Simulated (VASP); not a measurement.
Input of a VASP 6.6.1 run:

File INCAR:

```
SYSTEM = AlN
ALGO = Normal
EDIFF = 1E-7
EDIFFG = -0.002
ENCUT = 600
GGA = PS
IBRION = 2
ISIF = 3
ISMEAR = 0
LASPH = .TRUE.
LCHARG = .FALSE.
LREAL = .FALSE.
LWAVE = .FALSE.
NELM = 80
NSW = 100
PREC = Accurate
PSTRESS = 40.0
SIGMA = 0.01
```

The input KPOINTS:

```
k-points
0
G
  8 8 6
  0 0 0
```

POSCAR

```
AlN
1.0
    3.1138396332      0.0000000000      0.0000000000
   -1.5569198166      2.6966642256      0.0000000000
    0.0000000000      0.0000000000      4.9828539278
Al N
2 2
Direct
    0.3333333333      0.6666666667     -0.0010087549
    0.6666666667      0.3333333333      0.4989912451
    0.3333333333      0.6666666667      0.3810087549
    0.6666666667      0.3333333333      0.8810087549
```

Potentials or basis: VASP PAW PBE potentials, release 64 (Al, N).

Command:

```bash
$ cat potpaw_PBE.64/Al/POTCAR potpaw_PBE.64/N/POTCAR > POTCAR
$ mpirun -np 1 vasp_std > vasp.out
```

**Question.** Predict the relaxed volume.

**Answer.** 10.26 Å³/atom.

**Question.** Estimate the band gap on the k mesh.

**Answer.** 4.28 eV.

**Question.** Estimate the relaxed cell.

**Answer.** a = 3.095 Å, b = 3.095 Å, c = 4.946 Å, α = 90.00°, β = 90.00°, γ = 120.00°.

Final structure:
```
CELL_PARAMETERS angstrom
3.09472 0.00000 0.00000
-1.54736 2.68011 0.00000
0.00000 0.00000 4.94588
ATOMIC_POSITIONS crystal
Al 0.33333 0.66667 0.99879
Al 0.66667 0.33333 0.49879
N 0.33333 0.66667 0.38121
N 0.66667 0.33333 0.88121
```

Caveat: the cell is relaxed towards a set pressure, so the run minimises the enthalpy, not the energy; the PAW data sets were made with another functional, which shifts forces and pressure a little. A k mesh can miss the band edges.
